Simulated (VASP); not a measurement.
Set up this calculation in VASP 6.6.1, as the native input.

| Property | Result |
| --- | --- |
| Task | single point |
| Functional | r2SCAN |
| Potentials or basis | VASP PAW PBE potentials, release 64 (Tl_d) |
| Cutoff | 520 eV |
| k mesh | 11 × 11 × 6 |
| Occupations | fermi-dirac, width 0.1 eV |
| Spin | no spin polarisation |
| Dipole correction | no |
| Further INCAR settings | ALGO = Normal; EDIFF = 1e-06; NBANDS = 20 |

The system is Tl.

```
Tl
1.0
     3.43849    0.00000    0.00000
    -1.71925    2.97782    0.00000
     0.00000    0.00000    5.49594
Tl
2
Direct
  0.33330 0.66670 0.25000
  0.66660 0.33330 0.75000
```

The input as run:

POSCAR

```
Tl
1.0
    3.4384905700      0.0000000000      0.0000000000
   -1.7192452900      2.9778189600      0.0000000000
    0.0000000000      0.0000000000      5.4959431500
Tl
2
Direct
    0.3333000000      0.6667000000      0.2500000000
    0.6666000000      0.3333000000      0.7500000000
```

INCAR.step1

```
SYSTEM = Tl
  PREC = Accurate
  ENCUT = 520
  ISMEAR = -1
  SIGMA = 0.1
  LREAL = .FALSE.
  LASPH = .TRUE.
  NELM = 100
  NBANDS = 20
  GGA = PE
  ALGO = Normal
  EDIFF = 1E-4
  LWAVE = .TRUE.
  LCHARG = .FALSE.
```

INCAR.step2

```
SYSTEM = Tl
  PREC = Accurate
  ENCUT = 520
  EDIFF = 1E-6
  ISMEAR = -1
  SIGMA = 0.1
  LREAL = .FALSE.
  LASPH = .TRUE.
  NELM = 100
  ALGO = Normal
  ISIF = 2
  LWAVE = .FALSE.
  LCHARG = .FALSE.
  METAGGA = R2SCAN
  LMIXTAU = .TRUE.
  NBANDS = 20
  ISTART = 1
```

KPOINTS

```
Automatic mesh
0
G
  11 11 6
  0 0 0
```

Potentials or basis: VASP PAW PBE potentials, release 64 (Tl_d).

Command:

```sh
$ cat potpaw_PBE.64/Tl_d/POTCAR > POTCAR
$ cp INCAR.step1 INCAR
$ mpirun -np 1 vasp_std > vasp.out
$ cp INCAR.step2 INCAR
$ mpirun -np 1 vasp_std > vasp.out
```

It gave:

The pressure is 2.6 GPa and the band gap on the k mesh is zero (bands 13 and 14 overlap by 5.94 eV).

Caveat: the PAW data sets were made with another functional, which shifts forces and pressure a little; spin-orbit coupling is left out, which moves the levels of the heavy elements.

Wall time 10 min on 1 thread of AMD EPYC 7R43 64-Core Processor (Zen 3) (shared host), peak memory 0.24 GiB.
